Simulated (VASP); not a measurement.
# TaN (Fm-3m) in VASP: settings compared, part 2 of 2

VASP 6.6.1. Earlier steps stand in the parts before.

## Step 3: Single point, PBE

INCAR

```
  PREC = Accurate
  ENCUT = 520
  EDIFF = 1E-6
  ISMEAR = 0
  SIGMA = 0.025
  LREAL = F
  LASPH = T
  NELM = 80
  ALGO = Normal
  ISIF = 2
  LWAVE = F
  LCHARG = F
  GGA = PE
  NBANDS = 15
```

KPOINTS

```
Automatic mesh
0
Gamma
  10 10 10
```

POSCAR

```
TaN
1.0
    0.0000000000      2.2113230000      2.2113230000
    2.2113230000      0.0000000000      2.2113230000
    2.2113230000      2.2113230000      0.0000000000
Ta N
1 1
Direct
    0.5000000000      0.5000000000      0.5000000000
    0.0000000000      0.0000000000      0.0000000000
```

Potentials or basis: VASP PAW PBE potentials, release 64 (Ta_pv, N).

Launch:

```bash
$ cat potpaw_PBE.64/Ta_pv/POTCAR potpaw_PBE.64/N/POTCAR > POTCAR
$ mpirun -np 1 vasp_std > vasp.out
```

OUTCAR:

```text
PREC = Accurate
   ENCUT = 520
   EDIFF = 1E-6
   ISMEAR = 0
   LREAL = F
   LASPH = T
   NELM = 80
   ISIF = 2
   GGA = PE

 ion  position               nearest neighbor table
   1  0.500  0.500  0.500-   2 2.21   2 2.21   2 2.21   2 2.21   2 2.21   2 2.21
   2  0.000  0.000  0.000-   1 2.21   1 2.21   1 2.21   1 2.21   1 2.21   1 2.21

  LATTYP: Found a face centered cubic cell.
 ALAT       =     4.4226460000

  Lattice vectors:

 A1 = (   0.0000000000,   2.2113230000,   2.2113230000)
 A2 = (   2.2113230000,   0.0000000000,   2.2113230000)
 A3 = (   2.2113230000,   2.2113230000,   0.0000000000)

Analysis of symmetry for initial positions (statically):
=====================================================================
 Subroutine PRICEL returns:
 Original cell was already a primitive cell.

 Routine SETGRP: Setting up the symmetry group for a
 face centered cubic supercell.

 Subroutine GETGRP returns: Found 48 space group operations
 (whereof 48 operations were pure point group operations)
 out of a pool of 48 trial point group operations.

The static configuration has the point symmetry O_h .

[... 173 lines left out ...]
      5       5.5906      2.00000
      6       5.5906      2.00000
      7       5.5906      2.00000
      8       7.2891      2.00000
      9       7.2891      2.00000
     10       7.2891      2.00000
     11       9.4075      0.95731
     12       9.4075      0.95726
     13      10.7342      0.00000
     14      18.7519      0.00000
[... 401 lines left out ...]
      2     -26.6983      2.00000
      3     -26.6743      2.00000
      4      -7.8290      2.00000
      5       1.4936      2.00000
      6       3.5494      2.00000
      7       4.2153      2.00000
      8       5.5544      2.00000
      9      11.4687      0.00000
     10      12.1973      0.00000
     11      12.2760      0.00000
     12      13.0965      0.00000
     13      17.5752      0.00000
     14      19.8463      0.00000
     15      21.6682      0.00000

 [... further k-points ...]

------------------------ aborting loop because EDIFF is reached ----------------------------------------

  FORCE on cell =-STRESS in cart. coord.  units (eV):
  Direction    XX          YY          ZZ          XY          YZ          ZX
  --------------------------------------------------------------------------------------
  -------------------------------------------------------------------------------------
  Total       -0.0792862     -0.0792862     -0.0792862      0.0000000     -0.0000000      0.0000000
  in kB       -5.8738316     -5.8738316     -5.8738316      0.0000000     -0.0000000      0.0000000
  external PRESSURE =      -5.8738316 kB  Pullay stress =       0.0000000 kB

 VOLUME and BASIS-vectors are now :
 -----------------------------------------------------------------------------
  energy-cutoff  :      520.00
  volume of cell :       21.63
      direct lattice vectors                 reciprocal lattice vectors
     0.000000000  2.211323000  2.211323000    -0.226108985  0.226108985  0.226108985
     2.211323000  0.000000000  2.211323000     0.226108985 -0.226108985  0.226108985
     2.211323000  2.211323000  0.000000000     0.226108985  0.226108985 -0.226108985

 POSITION                                       TOTAL-FORCE (eV/Angst)
 -----------------------------------------------------------------------------------
      2.21132      2.21132      2.21132         0.000000      0.000000      0.000000
      0.00000      0.00000      0.00000         0.000000      0.000000      0.000000
 -----------------------------------------------------------------------------------
    total drift:                                0.000000     -0.000000     -0.000000

  FREE ENERGIE OF THE ION-ELECTRON SYSTEM (eV)
  ---------------------------------------------------
  free  energy   TOTEN  =       -21.8389550952 eV

  energy  without entropy=      -21.8383640172  energy(sigma->0) =      -21.83865956
```

OSZICAR:

```text
N       E                     dE             d eps       ncg     rms          rms(c)
DAV:   1     0.889034950805E+02    0.88903E+02   -0.87222E+03  1410   0.113E+03
DAV:   2    -0.221968745806E+02   -0.11110E+03   -0.10463E+03  1746   0.301E+02
DAV:   3    -0.248575956596E+02   -0.26607E+01   -0.26473E+01  1571   0.435E+01
DAV:   4    -0.248677294886E+02   -0.10134E-01   -0.10131E-01  1844   0.288E+00
DAV:   5    -0.248677980187E+02   -0.68530E-04   -0.68529E-04  1592   0.207E-01    0.233E+01
DAV:   6    -0.219420716120E+02    0.29257E+01   -0.55286E+00  1657   0.263E+01    0.957E+00
DAV:   7    -0.218743557848E+02    0.67716E-01   -0.51135E-01  1564   0.600E+00    0.671E+00
DAV:   8    -0.218459210132E+02    0.28435E-01   -0.15201E-01  1613   0.338E+00    0.169E+00
DAV:   9    -0.218390107921E+02    0.69102E-02   -0.18551E-02  1592   0.113E+00    0.319E-01
DAV:  10    -0.218389778504E+02    0.32942E-04   -0.12574E-03  1732   0.346E-01    0.610E-02
DAV:  11    -0.218389545435E+02    0.23307E-04   -0.42086E-05  1522   0.726E-02    0.133E-02
DAV:  12    -0.218389550952E+02   -0.55161E-06   -0.33156E-06  1676   0.178E-02
   1 F= -.21838955E+02 E0= -.21838660E+02  d E =-.591078E-03
```

stdout:

```text
POSCAR found type information on POSCAR TaN
 POSCAR found :  2 types and       2 ions
 scaLAPACK will be used
 LDA part: xc-table for (Slater+PW92), standard interpolation
 POSCAR, INCAR and KPOINTS ok, starting setup
 FFT: planning ... GRIDC
 FFT: planning ... GRID_SOFT
 FFT: planning ... GRID
 WAVECAR not read
 entering main loop
```

Run time: 7.7 s. Hardware: 1 thread of Intel Xeon 6975P-C, shared host; peak memory 0.15 GiB.

Results:

```yaml
Free_energy: -21.8390 eV
Pressure: -0.6 GPa
Band_gap_on_the_k_mesh: zero (band 8 reaches 11.20 eV, above the bottom of band 9 at 7.29 eV)
```

Caveat: spin-orbit coupling is left out, which moves the levels of the heavy elements.

## Step 4: Single point, BLYP

INCAR

```
SYSTEM = TaN
  PREC = Accurate
  ENCUT = 520
  EDIFF = 1E-6
  ISMEAR = -1
  SIGMA = 0.05
  LREAL = .FALSE.
  LASPH = .TRUE.
  NELM = 60
  ALGO = Normal
  ISIF = 2
  LWAVE = .FALSE.
  LCHARG = .FALSE.
  GGA = B5
  ALDAX = 1.0
  AGGAX = 1.0
  AGGAC = 1.0
  ALDAC = 0.0
  NBANDS = 15
```

KPOINTS

```
regular mesh
0
G
  10 10 10
  0 0 0
```

POSCAR is that of step 3.

Launch:

```bash
$ cat potpaw_PBE.64/Ta_pv/POTCAR potpaw_PBE.64/N/POTCAR > POTCAR
$ mpirun -np 1 vasp_std > vasp.out
```

Wall time 28 s (1 thread of AMD EPYC 7R43 (Zen 3), shared host); peak memory 0.11 GiB.

It converged, with:

| Property | Result |
| --- | --- |
| Free energy | -19.8271 eV |
| Pressure | 12.3 GPa |
| Band gap on the k mesh | zero (band 8 reaches 11.62 eV, above the bottom of band 9 at 7.81 eV) |

Levels at points of the mesh, in eV from the Fermi level:
| k point | band 5 | band 6 | band 7 | band 8 | band 9 | band 10 | band 11 | band 12 |
| --- | --- | --- | --- | --- | --- | --- | --- | --- |
| (0.00, 0.00, 0.00) | -3.80 | -3.80 | -3.80 | -2.07 | -2.07 | -2.07 | 0.03 | 0.03 |
| (0.50, 0.00, 0.00) | -10.10 | -7.46 | -7.46 | 1.73 | 1.73 | 1.86 | 4.17 | 7.22 |
| (0.50, 0.50, 0.00) | -6.47 | -5.25 | -4.58 | -4.58 | 1.99 | 3.29 | 3.29 | 4.32 |

Caveat: the PAW data sets were made with another functional, which shifts forces and pressure a little; spin-orbit coupling is left out, which moves the levels of the heavy elements.

## Step 5: Summary

| level | smearing | gap on the mesh (eV) | pressure (GPa) |
| --- | --- | --- | --- |
| PBE | gaussian 0.024 eV | none | -0.6 |
| PBE | gaussian 0.025 eV | none | -0.6 |
| BLYP | fermi-dirac 0.05 eV | none | 12.3 |

Alike in all rows: task single point; potentials or basis VASP PAW PBE potentials, release 64 (Ta_pv, N); no spin polarisation; cell as given; k mesh 10 × 10 × 10; cutoff (eV) 520.

Every run on the cell as given and a fine mesh finds a metal. The pressure there spans -0.6 GPa (PBE) to 12.3 GPa (BLYP); a positive pressure means that this level wants a larger cell, a negative one a smaller.

Caveats: spin-orbit coupling is left out, which moves the levels of the heavy elements; the PAW data sets were made with another functional, which shifts forces and pressure a little (some runs).

Absolute energies hang on the potentials; compare differences alone.
